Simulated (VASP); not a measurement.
A run of VASP 6.6.1:

INCAR

```
SYSTEM = Mg3Cd2Te3
ALGO     = Normal         ! electronic algorithm
EDIFF    = 1E-7           ! SCF threshold, eV
ENCUT    = 520            ! plane-wave cutoff, eV
GGA      = PE             ! functional
ISIF     = 2              ! what is computed and relaxed
ISMEAR   = 0              ! smearing method
LASPH    = .True.         ! aspherical terms in the spheres
LCHARG   = .True.         ! write CHGCAR
LELF     = .True.         ! ELF
LREAL    = .False.        ! projectors in reciprocal space
LVHAR    = .True.       
LWAVE    = .False.        ! write WAVECAR
NBANDS   = 34             ! bands
NELM     = 60             ! most SCF steps
PREC     = Accurate       ! precision mode
SIGMA    = 0.2            ! smearing width, eV
```

Contents of KPOINTS:

```
k-points
0
Gamma
  3 3 3
  0 0 0
```

File POSCAR:

```
Mg3Cd2Te3
1.0
    4.2053340030      2.4279507170      3.4339292131
   -4.2053340030      2.4279507170      3.4339292131
    0.0000000000     -4.8559014390      3.4339292095
Mg Cd Te
3 2 3
Direct
    0.2503735777      0.7496264223      0.5000000000
    0.7496264223      0.5000000000      0.2503735777
    0.5000000000      0.2503735777      0.7496264223
    0.7477489529      0.7477489529      0.7477489529
    0.2522510471      0.2522510471      0.2522510471
    0.2586446581      0.7413553419      0.0000000000
    0.7413553419      0.0000000000      0.2586446581
    0.0000000000      0.2586446581      0.7413553419
```

Potentials or basis: VASP PAW PBE potentials, release 64 (Mg, Cd, Te).

The run is started by

```console
$ cat potpaw_PBE.64/Mg/POTCAR potpaw_PBE.64/Cd/POTCAR potpaw_PBE.64/Te/POTCAR > POTCAR
$ mpirun -np 1 vasp_std > vasp.out
```

Hardware: 1 thread of Intel Xeon 8259CL, with other jobs on the host.

Task: How long does it take, and how much memory?

Result: Run time: 2 min on 1 thread of Intel Xeon 8259CL, with other jobs on the host, peak memory 0.33 GiB. Counts: scf iterations 15, k points 6.
